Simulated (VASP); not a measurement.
# Nb in VASP: a series of runs, part 2 of 2

VASP 6.6.1.

**3. Single point, LDA**

This run uses another cell than the first one, of 72.22 Å³/atom, 1.213 times its volume.

The input, INCAR:

```
PREC = Accurate
ENCUT = 520
EDIFF = 1E-6
ISMEAR = -1
SIGMA = 0.1
LREAL = False
LASPH = True
NELM = 60
ALGO = Normal
ISIF = 2
LWAVE = False
LCHARG = True
LDIPOL = True
IDIPOL = 3
DIPOL = 0.5 0.5 0.500
LELF = True
LVHAR = True
LVACPOTAV = True
NBANDS = 40
```

The input, KPOINTS:

```
Automatic mesh
0
Gamma
  8 8 1
```

The input, POSCAR:

```
Nb
1.0
    4.5946883331      0.0000000000      0.0000000000
   -2.2973441665      3.9791168189      0.0000000000
    0.0000000000      0.0000000000     19.7515000000
Nb
5
Direct
    0.8333333330      0.1666666670      0.4050313315
    0.1666666670      0.8333333330      0.4525156656
    0.5000000000      0.5000000000      0.5000000000
    0.8333333330      0.1666666670      0.5474843344
    0.1666666670      0.8333333330      0.5949686685
```

Potentials or basis: VASP PAW LDA potentials, release 64 (Nb_sv).

Run with:

```bash
$ cat potpaw_LDA.64/Nb_sv/POTCAR > POTCAR
$ mpirun -np 1 vasp_std > vasp.out
```

OUTCAR:

```text
PREC = Accurate
   ENCUT = 520
   EDIFF = 1E-6
   ISMEAR = -1
   LREAL = False
   LASPH = True
   NELM = 60
   ISIF = 2

 ion  position               nearest neighbor table
   1  0.833  0.167  0.405-   2 2.81   2 2.81   4 2.81   2 2.81
   2  0.167  0.833  0.453-   1 2.81   1 2.81   3 2.81   5 2.81   3 2.81   3 2.81   1 2.81
   3  0.500  0.500  0.500-   2 2.81   4 2.81   4 2.81   2 2.81   2 2.81   4 2.81
   4  0.833  0.167  0.547-   5 2.81   5 2.81   3 2.81   1 2.81   3 2.81   3 2.81   5 2.81
   5  0.167  0.833  0.595-   4 2.81   4 2.81   2 2.81   4 2.81

  LATTYP: Found a hexagonal cell.
 ALAT       =     4.5946883331
 C/A-ratio  =     4.2987681793

  Lattice vectors:

 A1 = (   4.5946883331,   0.0000000000,   0.0000000000)
 A2 = (  -2.2973441665,   3.9791168189,   0.0000000000)
 A3 = (   0.0000000000,   0.0000000000,  19.7515000000)

Analysis of symmetry for initial positions (statically):
=====================================================================
 Subroutine PRICEL returns:
 Original cell was already a primitive cell.

 Routine SETGRP: Setting up the symmetry group for a
 hexagonal supercell.

 Subroutine GETGRP returns: Found 12 space group operations
 (whereof  4 operations were pure point group operations)
 out of a pool of 24 trial point group operations.

The static configuration has the point symmetry C_2h.
 The point group associated with its full space group is D_3d.

Analysis of symmetry for dynamics (positions and initial velocities):
=====================================================================
 Subroutine PRICEL returns:
 Original cell was already a primitive cell.

 Routine SETGRP: Setting up the symmetry group for a
 hexagonal supercell.

 Subroutine GETGRP returns: Found 12 space group operations
 (whereof  4 operations were pure point group operations)
 out of a pool of 24 trial point group operations.

The dynamic configuration has the point symmetry C_2h.
 The point group associated with its full space group is D_3d.

[... 112 lines left out ...]
  Thomas-Fermi vector in A             =   2.050075
   LORBIT       =      0    0 simple, 1 ext, 2 COOP (PROOUT), +10 PAW based schemes
   GGA     = CA    functional components
   LHFCALC =     F    Hartree Fock is set to
   AEXX    =    0.0000 exact exchange contribution
   IVDW    =     0    specifies the selected vdW correction
   LEPSILON=     F    determine dielectric tensor
   LRPA    =     F    only Hartree local field effects (RPA)
 non-spin polarized calculation
  energy-cutoff  :      520.00
  volume of cell :      361.11
 maximum number of plane-waves:      9775
 NGX is ok and might be reduce to    36
   NGX = 17   NGY = 17   NGZ = 73

 number of electron      65.0000003 magnetization

 dipolmoment           0.000000      0.000000      0.000000 electrons x Angstroem

 Free energy of the ion-electron system (eV)
  ---------------------------------------------------
  ext. energy  EPLUGINS =         0.00000000
  ---------------------------------------------------
  free energy    TOTEN  =       -49.38002353 eV

  energy without entropy =      -49.16812442  energy(sigma->0) =      -49.27407398

 E-fermi :   0.0711     XC(G=0):  -4.3958

 val. band max:        0.0694917524   @ k =   0.1250  -0.0000   0.0000
 cond. band min:       0.0968496696   @ k =   0.3750   0.2500   0.0000
 fundamental gap:      0.0273579172
 Fermi energy:         0.0710786551

 k-point     1 :       0.0000    0.0000    0.0000
  band No.  band energies     occupation
      1     -54.4105      2.00000
      2     -54.3767      2.00000
      3     -54.2036      2.00000
      4     -53.7912      2.00000
      5     -53.7666      2.00000
      6     -30.8054      2.00000
[... 419 lines left out ...]
     39       1.6720      0.00000
     40       1.9022      0.00000

------------------------ aborting loop because EDIFF is reached ----------------------------------------

  FORCE on cell =-STRESS in cart. coord.  units (eV):
  Direction    XX          YY          ZZ          XY          YZ          ZX
  --------------------------------------------------------------------------------------
  -------------------------------------------------------------------------------------
  Total      -10.9578129    -10.9578129     -9.8575924     -0.0000000      0.0000000      0.0000000
  in kB      -48.6173891    -48.6173891    -43.7359544     -0.0000000      0.0000000      0.0000000
  external PRESSURE =     -46.9902442 kB  Pullay stress =       0.0000000 kB

 VOLUME and BASIS-vectors are now :
 -----------------------------------------------------------------------------
  energy-cutoff  :      520.00
  volume of cell :      361.11
      direct lattice vectors                 reciprocal lattice vectors
     4.594688333  0.000000000  0.000000000     0.217642618  0.125656024  0.000000000
    -2.297344166  3.979116819  0.000000000     0.000000000  0.251312049  0.000000000
     0.000000000  0.000000000 19.751500000     0.000000000  0.000000000  0.050629066

 POSITION                                       TOTAL-FORCE (eV/Angst)
 -----------------------------------------------------------------------------------
      3.44602      0.66319      7.99998         0.000000      0.000000      2.235258
     -1.14867      3.31593      8.93786         0.000000     -0.000000      0.745773
      1.14867      1.98956      9.87575        -0.000000      0.000000      0.000000
      3.44602      0.66319     10.81364         0.000000      0.000000     -0.745773
     -1.14867      3.31593     11.75152        -0.000000      0.000000     -2.235258
 -----------------------------------------------------------------------------------
    total drift:                               -0.000000     -0.000000     -0.000000

  FREE ENERGIE OF THE ION-ELECTRON SYSTEM (eV)
  ---------------------------------------------------
  free  energy   TOTEN  =       -49.3800235318 eV

  energy  without entropy=      -49.1681244246  energy(sigma->0) =      -49.27407398

 vacuum level on the upper side and lower side of the slab         3.813         3.813
```

OSZICAR:

```text
N       E                     dE             d eps       ncg     rms          rms(c)
DAV:   1     0.690063935814E+03    0.69006E+03   -0.34796E+04  1048   0.139E+03
DAV:   2     0.230627905787E+02   -0.66700E+03   -0.64453E+03  1080   0.596E+02
DAV:   3    -0.478464708010E+02   -0.70909E+02   -0.69033E+02  1352   0.128E+02
DAV:   4    -0.550553184580E+02   -0.72088E+01   -0.70843E+01  1472   0.389E+01
[... 17 lines left out ...]
DAV:  22    -0.493800043437E+02   -0.53754E-04   -0.74664E-06   952   0.864E-03    0.290E-03
DAV:  23    -0.493800146017E+02   -0.10258E-04   -0.10843E-06   696   0.618E-03    0.214E-03
DAV:  24    -0.493800162581E+02   -0.16564E-05   -0.21825E-07   640   0.353E-03    0.160E-03
DAV:  25    -0.493800227345E+02   -0.64764E-05   -0.19201E-06   728   0.664E-03    0.141E-03
DAV:  26    -0.493800235318E+02   -0.79733E-06   -0.26387E-07   640   0.422E-03
   1 F= -.49380024E+02 E0= -.49274074E+02  d E =-.211899E+00
```

It took 5.3 min on 1 thread of AMD EPYC 9R14 (Zen 4), shared host; peak memory 0.35 GiB.

What came out:

```yaml
Free_energy: -49.3800 eV
Largest_force: 2.235 eV/Å
```

Forces in eV/Å, atoms in the order of the input:
```
Nb   0.000  0.000  2.235
Nb   0.000  0.000  0.746
Nb   0.000  0.000  0.000
Nb   0.000  0.000 -0.746
Nb   0.000  0.000 -2.235
```

**4. Single point, LDA**

This run uses another cell than the first one, of 72.22 Å³/atom, 1.213 times its volume.

The input, INCAR:

```
SYSTEM = Nb
  PREC = Accurate
  ENCUT = 520
  EDIFF = 1E-7
  ISMEAR = -1
  SIGMA = 0.1
  LREAL = .FALSE.
  LASPH = .TRUE.
  NELM = 60
  ALGO = Normal
  ISIF = 2
  LWAVE = .FALSE.
  LCHARG = .FALSE.
  LDIPOL = .TRUE.
  IDIPOL = 3
  DIPOL = 0.5 0.5 0.500
  NBANDS = 40
```

The input, KPOINTS:

```
regular mesh
0
G
  8 8 1
  0 0 0
```

POSCAR is that of step 3.

Run with:

```bash
$ cat potpaw_LDA.64/Nb_sv/POTCAR > POTCAR
$ mpirun -np 1 vasp_std > vasp.out
```

It took 5.6 min on 1 thread of AMD EPYC 9R14 (Zen 4), shared host; peak memory 0.34 GiB.

Results (log left out):

| Item | Value |
| --- | --- |
| Free energy | -49.3800 eV |
| Largest force | 2.235 eV/Å |

Forces in eV/Å, atoms in the order of the input:
```
Nb   0.000  0.000  2.235
Nb   0.000  0.000  0.746
Nb   0.000  0.000  0.000
Nb   0.000  0.000 -0.746
Nb   0.000  0.000 -2.235
```

Levels at points of the mesh, in eV from the Fermi level:
| k point | band 29 | band 30 | band 31 | band 32 | band 33 | band 34 | band 35 | band 36 |
| --- | --- | --- | --- | --- | --- | --- | --- | --- |
| (0.00, 0.00, 0.00) | -0.86 | -0.86 | -0.59 | -0.59 | -0.25 | -0.21 | -0.21 | 0.59 |
| (0.50, 0.00, 0.00) | -0.91 | -0.89 | -0.67 | -0.58 | -0.50 | 0.49 | 0.62 | 0.97 |
